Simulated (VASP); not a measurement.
NaF, 2 atoms in the cell. The cell holds a wire or tube with vacuum around it, 2 atoms: a = 10.900 Å, b = 9.300 Å, c = 4.127 Å, α = 90.00°, β = 90.00°, γ = 90.00°. 

- Program: VASP 6.6.1
- Task: single point
- Functional: PBE
- Potentials or basis: VASP PAW PBE potentials, release 64 (Na_pv, F)
- Cutoff: 520 eV
- k mesh: 1 × 1 × 29
- Occupations: gaussian, width 0.05 eV
- Spin: collinear spin
- Starting moments: [0.5, 0.5] μB
- Dipole correction: no
- Further INCAR settings: ALGO = Normal; EDIFF = 1e-07; NBANDS = 18

Potentials or basis: VASP PAW PBE potentials, release 64 (Na_pv, F).

The run is started by

```bash
$ cat potpaw_PBE.64/Na_pv/POTCAR potpaw_PBE.64/F/POTCAR > POTCAR
$ mpirun -np 1 vasp_std > vasp.out
```

Hardware: 1 thread of Intel(R) Xeon(R) Platinum 8488C (Sapphire Rapids) (shared host).

Problem. How long does it take, and how much memory?

Solution. Run time: 5.9 min on 1 thread of Intel(R) Xeon(R) Platinum 8488C (Sapphire Rapids), on a shared host, peak memory 0.68 GiB. Counts: scf iterations 29, k points 15.
